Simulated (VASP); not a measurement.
Input of a VASP 6.6.1 run:

Contents of INCAR:

```
SYSTEM = Ag2B3
  PREC = Accurate
  ENCUT = 520
  EDIFF = 1E-7
  ISMEAR = 0
  SIGMA = 0.1
  LREAL = .False.
  LASPH = .True.
  NELM = 60
  ALGO = Normal
  ISIF = 2
  LWAVE = .False.
  LCHARG = .True.
  GGA = PE
  LELF = .True.
  LVHAR = .True.
  NBANDS = 24
```

The input KPOINTS:

```
regular mesh
0
Gamma
  12 12 12
  0 0 0
```

Contents of POSCAR:

```
Ag2B3
1.0
    1.4959514049      0.8636879463      7.4746876560
   -1.4959514049      0.8636879463      7.4746876560
    0.0000000000     -1.7273758927      7.4746876560
Ag B
2 3
Direct
    0.4044840306      0.4044840306      0.4044840306
    0.5955159694      0.5955159694      0.5955159694
    0.0000000000      0.0000000000      0.0000000000
    0.1668009669      0.1668009669      0.1668009669
    0.8331990331      0.8331990331      0.8331990331
```

Potentials or basis: VASP PAW PBE potentials, release 64 (Ag, B).

Run with:

```bash
$ cat potpaw_PBE.64/Ag/POTCAR potpaw_PBE.64/B/POTCAR > POTCAR
$ mpirun -np 1 vasp_std > vasp.out
```

(1) What does it give for the band gap on the k mesh?

(2) Predict the pressure.

Results:

(1) zero (an odd number of electrons rules out a gap without spin polarisation).

(2) -0.1 GPa.
